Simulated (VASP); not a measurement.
# W (a cell with a defect) in VASP: notebook, part 2 of 2

VASP 6.6.1. Earlier steps stand in the parts before.

## Step 3: Single point, PBEsol

INCAR reads:

```
PREC     = Accurate       # precision mode
ENCUT    = 520            # plane-wave cutoff, eV
EDIFF    = 1E-6           # SCF threshold, eV
ISMEAR   = -1             # smearing method
SIGMA    = 0.15           # smearing width, eV
LREAL    = Auto         
LASPH    = True           # aspherical terms in the spheres
NELM     = 100            # most SCF steps
ALGO     = Normal         # electronic algorithm
ISIF     = 2              # what is computed and relaxed
LWAVE    = False          # write WAVECAR
LCHARG   = False          # write CHGCAR
GGA      = PS             # functional
NBANDS   = 118            # bands
```

KPOINTS reads:

```
Automatic mesh
0
Gamma
  3 3 3
```

POSCAR reads:

```
W
1.0
    6.3200000000      0.0000000000      0.0000000000
    0.0000000000      6.3200000000      0.0000000000
    0.0000000000      0.0000000000      6.3200000000
W
15
Direct
   -0.2116890823      0.2116294304     -0.2109267405
    0.4948705696     -0.0041014241      0.0047500000
    0.0040737342      0.5050681962      0.0047534810
    0.0040382911     -0.0040572785      0.4958196203
    0.2468338608      0.2495637658      0.2475745253
    0.5016870253      0.4982810127      0.0008004747
    0.5015754747     -0.0001575949      0.5023371835
    0.7479954114      0.2520037975      0.2558963608
    0.0001098101      0.4984001582      0.5023441456
    0.2465481013      0.7534444620      0.2471281646
    0.2550522152      0.2518414557      0.7487314873
    0.5020856013      0.4978987342      0.5027591772
    0.7504552215      0.7531776899      0.2475191456
    0.2469523734      0.7529889241      0.7510450949
    0.7481056962      0.7448629747      0.7486881329
```

Potentials or basis: VASP PAW PBE potentials, release 64 (W_sv).

On the command line:

```sh
> cat potpaw_PBE.64/W_sv/POTCAR > POTCAR
> mpirun -np 1 vasp_std > vasp.out
```

OUTCAR:

```text
PREC = Accurate
   ENCUT = 520
   EDIFF = 1E-6
   ISMEAR = -1
   LREAL = Auto
   LASPH = True
   NELM = 100
   ISIF = 2
   GGA = PS

 ion  position               nearest neighbor table
   1  0.788  0.212  0.789-   4 2.67   2 2.68   3 2.68   6 2.89   7 2.89   9 2.89  11 2.97  15 2.97
                             8 2.97  12 3.13   8 3.39  15 3.39  11 3.39
   2  0.495  0.996  0.005-   1 2.68  10 2.68  13 2.70   5 2.72  14 2.72  11 2.74  15 2.77   8 2.77
                             7 3.15   6 3.15   6 3.18   7 3.18
   3  0.004  0.505  0.005-   1 2.68  10 2.68   5 2.70  13 2.72  14 2.72  15 2.74  11 2.77   8 2.77
                             9 3.15   6 3.15   6 3.18   9 3.18
   4  0.004  0.996  0.496-   1 2.67  10 2.68  14 2.70  13 2.72   5 2.72   8 2.75  11 2.77  15 2.77
                             7 3.14   9 3.14   9 3.18   7 3.18
   5  0.247  0.250  0.248-   3 2.70   2 2.72   4 2.72   9 2.74   6 2.74  12 2.77   7 2.77  10 3.14
                             8 3.15  11 3.15  11 3.17   8 3.17  10 3.18
   6  0.502  0.498  0.001-  15 2.72  11 2.72   8 2.73   5 2.74  13 2.74  10 2.76  14 2.77   1 2.89
                             3 3.15   2 3.15  12 3.15  12 3.17   2 3.18   3 3.18
[... 1909 lines left out ...]
  -------------------------------------------------------------------------------------
  Total      -12.0504551    -12.0531261    -12.0570412      1.7264287      1.7433319     -1.7378693
  in kB      -76.4826267    -76.4995795    -76.5244280     10.9574120     11.0646943    -11.0300237
  external PRESSURE =     -76.5022114 kB  Pullay stress =       0.0000000 kB

 VOLUME and BASIS-vectors are now :
 -----------------------------------------------------------------------------
  energy-cutoff  :      520.00
  volume of cell :      252.44
      direct lattice vectors                 reciprocal lattice vectors
     6.320000000  0.000000000  0.000000000     0.158227848  0.000000000  0.000000000
     0.000000000  6.320000000  0.000000000     0.000000000  0.158227848  0.000000000
     0.000000000  0.000000000  6.320000000     0.000000000  0.000000000  0.158227848

 POSITION                                       TOTAL-FORCE (eV/Angst)
 -----------------------------------------------------------------------------------
      4.98212      1.33750      4.98694        -1.302817      1.302954     -1.297137
      3.12758      6.29408      0.03002         0.244715     -0.025544      0.027611
      0.02575      3.19203      0.03004         0.025988     -0.242848      0.027943
      0.02552      6.29436      3.13358         0.030001     -0.030912      0.222725
      1.55999      1.57724      1.56467         0.118182     -0.086567      0.119423
      3.17066      3.14914      0.00506         0.079504     -0.079620      0.084295
      3.16996      6.31900      3.17477         0.088490     -0.083176      0.080320
      4.72733      1.59266      1.61727         0.139121     -0.141153      0.072830
      0.00069      3.14989      3.17482         0.085305     -0.088766      0.079495
      1.55818      4.76177      1.56185         0.003017     -0.004439      0.015025
      1.61193      1.59164      4.73198         0.079520     -0.130597      0.138827
      3.17318      3.14672      3.17744         0.077278     -0.079586      0.076346
      4.74288      4.76008      1.56432         0.084052     -0.119409      0.121379
      1.56074      4.75889      4.74660         0.116658     -0.114822      0.089831
      4.72803      4.70753      4.73171         0.130985     -0.075516      0.141087
 -----------------------------------------------------------------------------------
    total drift:                                0.000845     -0.000122      0.000378

  FREE ENERGIE OF THE ION-ELECTRON SYSTEM (eV)
  ---------------------------------------------------
  free  energy   TOTEN  =      -203.0761914298 eV

  energy  without entropy=     -202.4068515043  energy(sigma->0) =     -202.74152147
```

OSZICAR:

```text
N       E                     dE             d eps       ncg     rms          rms(c)
DAV:   1     0.324054619377E+04    0.32405E+04   -0.12172E+05  3352   0.210E+03
DAV:   2     0.605966845072E+02   -0.31799E+04   -0.31303E+04  3304   0.707E+02
DAV:   3    -0.196700284636E+03   -0.25730E+03   -0.24313E+03  3852   0.173E+02
DAV:   4    -0.212732688430E+03   -0.16032E+02   -0.15262E+02  3920   0.340E+01
DAV:   5    -0.213395587456E+03   -0.66290E+00   -0.65234E+00  4040   0.631E+00    0.792E+01
DAV:   6    -0.205297859820E+03    0.80977E+01   -0.15113E+01  3960   0.181E+01    0.315E+01
DAV:   7    -0.204110204677E+03    0.11877E+01   -0.15352E+01  4152   0.172E+01    0.616E+00
DAV:   8    -0.203116520913E+03    0.99368E+00   -0.43998E+00  4080   0.829E+00    0.184E+00
DAV:   9    -0.203101277457E+03    0.15243E-01   -0.36493E-01  4032   0.293E+00    0.127E+00
DAV:  10    -0.203078821349E+03    0.22456E-01   -0.96960E-02  4136   0.194E+00    0.433E-01
DAV:  11    -0.203076275221E+03    0.25461E-02   -0.18423E-02  4160   0.841E-01    0.221E-01
DAV:  12    -0.203076229009E+03    0.46212E-04   -0.20032E-03  4376   0.259E-01    0.137E-01
DAV:  13    -0.203076208592E+03    0.20417E-04   -0.50455E-04  4184   0.124E-01    0.709E-02
DAV:  14    -0.203076197111E+03    0.11481E-04   -0.15111E-04  4216   0.751E-02    0.395E-02
DAV:  15    -0.203076193238E+03    0.38728E-05   -0.17824E-05  4240   0.252E-02    0.981E-03
DAV:  16    -0.203076192067E+03    0.11712E-05   -0.39113E-06  2992   0.126E-02    0.423E-03
DAV:  17    -0.203076191430E+03    0.63688E-06   -0.93774E-07  2040   0.663E-03
   1 F= -.20307619E+03 E0= -.20274152E+03  d E =-.669340E+00
```

stdout:

```text
POSCAR found type information on POSCAR W
 POSCAR found :  1 types and      15 ions
 scaLAPACK will be used
 -----------------------------------------------------------------------------
|                                                                             |
|                                                                             |
|     You enforced a specific xc type in the INCAR file but a different       |
|     I HOPE YOU KNOW WHAT YOU ARE DOING!                                     |
|                                                                             |
 -----------------------------------------------------------------------------

 LDA part: xc-table for (Slater+PW92), standard interpolation
 POSCAR, INCAR and KPOINTS ok, starting setup
 FFT: planning ... GRIDC
 FFT: planning ... GRID_SOFT
 FFT: planning ... GRID
 WAVECAR not read
 entering main loop
```

It took 24 min on 1 thread of Intel Xeon 8259CL, shared host; peak memory 0.47 GiB.

Results:

* Free energy: -203.0762 eV
* Pressure: -7.7 GPa
* Largest force: 2.253 eV/Å
* Band gap on the k mesh: zero (bands 105 and 106 overlap by 0.17 eV)

Forces in eV/Å, atoms in the order of the input:
```
W   -1.303  1.303 -1.297
W    0.245 -0.026  0.028
W    0.026 -0.243  0.028
W    0.030 -0.031  0.223
W    0.118 -0.087  0.119
W    0.080 -0.080  0.084
W    0.088 -0.083  0.080
W    0.139 -0.141  0.073
W    0.085 -0.089  0.079
W    0.003 -0.004  0.015
W    0.080 -0.131  0.139
W    0.077 -0.080  0.076
W    0.084 -0.119  0.121
W    0.117 -0.115  0.090
W    0.131 -0.076  0.141
```

Levels at points of the mesh, in eV from the Fermi level:
| k point | band 103 | band 104 | band 105 | band 106 | band 107 | band 108 |
| --- | --- | --- | --- | --- | --- | --- |
| (0.00, 0.00, 0.00) | -0.08 | -0.04 | -0.04 | 0.84 | 0.84 | 1.08 |

Caveat: the PAW data sets were made with another functional, which shifts forces and pressure a little; spin-orbit coupling is left out, which moves the levels of the heavy elements.
